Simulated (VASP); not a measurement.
A run of VASP 6.6.1 is set up as follows.

Contents of INCAR:

```
PREC     = Accurate       # precision mode
ENCUT    = 520            # plane-wave cutoff, eV
EDIFF    = 1E-6           # SCF threshold, eV
ISMEAR   = 0              # smearing method
SIGMA    = 0.05           # smearing width, eV
LREAL    = False          # projectors in reciprocal space
LASPH    = True           # aspherical terms in the spheres
NELM     = 80             # most SCF steps
ALGO     = Normal         # electronic algorithm
ISIF     = 2              # what is computed and relaxed
LWAVE    = False          # write WAVECAR
LCHARG   = False          # write CHGCAR
GGA      = PE             # functional
NBANDS   = 58             # bands
```

The input KPOINTS:

```
Automatic mesh
0
Gamma
  1 1 13
```

File POSCAR:

```
AlNi
1.0
   15.1000000000      0.0000000000      0.0000000000
    0.0000000000     15.1000000000      0.0000000000
    0.0000000000      0.0000000000      3.8123077234
Al Ni
7 7
Direct
    0.3040451138      0.5965180448      0.0000000000
    0.3027909240      0.4042992643      0.0000000000
    0.5681156774      0.6101134172      0.0000000000
    0.5670793332      0.3875002265      0.0000000000
    0.4347726000      0.6033302155      0.5000000000
    0.4339457996      0.3924464989      0.5000000000
    0.6916149765      0.5977382836      0.5000000000
    0.4376615588      0.6966764489      0.0000000000
    0.4449098995      0.5002019301      0.0000000000
    0.4294972327      0.3037393370      0.0000000000
    0.3163152078      0.5002350464      0.5000000000
    0.6773011922      0.5024420033      0.0000000000
    0.5565212765      0.7015002125      0.5000000000
    0.5644730509      0.4906514749      0.5000000000
```

Potentials or basis: VASP PAW PBE potentials, release 64 (Al, Ni).

The run is started by

```bash
$ cat potpaw_PBE.64/Al/POTCAR potpaw_PBE.64/Ni/POTCAR > POTCAR
$ mpirun -np 1 vasp_std > vasp.out
```

Task: What does it give for the largest force?

Result: 0.025 eV/Å.

Task: Estimate the band gap on the k mesh.

Result: Zero (an odd number of electrons rules out a gap without spin polarisation).

Forces on the atoms (eV/Å):
```
Al  -0.003  0.003  0.000
Al   0.009 -0.003  0.000
Al  -0.002 -0.003  0.000
Al   0.005 -0.010  0.000
Al   0.001 -0.007  0.000
Al  -0.005  0.002  0.000
Al  -0.004  0.001  0.000
Ni  -0.016  0.013  0.000
Ni  -0.005  0.003  0.000
Ni   0.000 -0.010  0.000
Ni  -0.017  0.003  0.000
Ni   0.018 -0.012  0.000
Ni   0.014  0.021  0.000
Ni   0.004 -0.001  0.000
```

Spin polarisation is off, so any magnetic state and its effect on volume and gap are missing.
